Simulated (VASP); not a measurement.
Rh:

```
Rh
1.0
     0.00000    1.90155    1.90155
     1.90155    0.00000    1.90155
     1.90155    1.90155    0.00000
Rh
1
Direct
  0.00000 0.00000 0.00000
```

| Quantity | Value |
| --- | --- |
| Program | VASP 6.6.1 |
| Task | relaxation of cell and atoms |
| Functional | RPBE |
| Potentials or basis | VASP PAW PBE potentials, release 64 (Rh_pv) |
| Cutoff | 600 eV |
| k mesh | 14 × 14 × 14 |
| Occupations | fermi-dirac, width 0.1 eV |
| Spin | no spin polarisation |

At the start: pressure 11.0 GPa; volume 13.75 Å³/atom.

Q: How do energy, volume and symmetry change on relaxing?

A: Over 4 steps the energy falls by 18.8 meV/atom and the volume is 14.33 Å³/atom (+4.2 %); space group Fm-3m (No. 225, to 0.05 Å).

Step by step:
```tsv
step	energy change (eV)	largest force (eV/Å)	pressure (GPa)	volume (Å³)
1	0.0000	0.0000	10.98	13.75
2	0.0616	0.0000	-16.88	15.71
3	-0.0188	0.0000	-0.31	14.35
4	-0.0188	0.0000	-0.02	14.33
```

Final structure:
```yaml
crystal:
  lattice:
    - [0.00000, 1.92804, 1.92804]
    - [1.92804, 0.00000, 1.92804]
    - [1.92804, 1.92804, 0.00000]
  atoms:
    - { symbol: Rh, position: [0.00000, 0.00000, 0.00000] }
```

Caveat: the PAW data sets were made with another functional, which shifts forces and pressure a little.
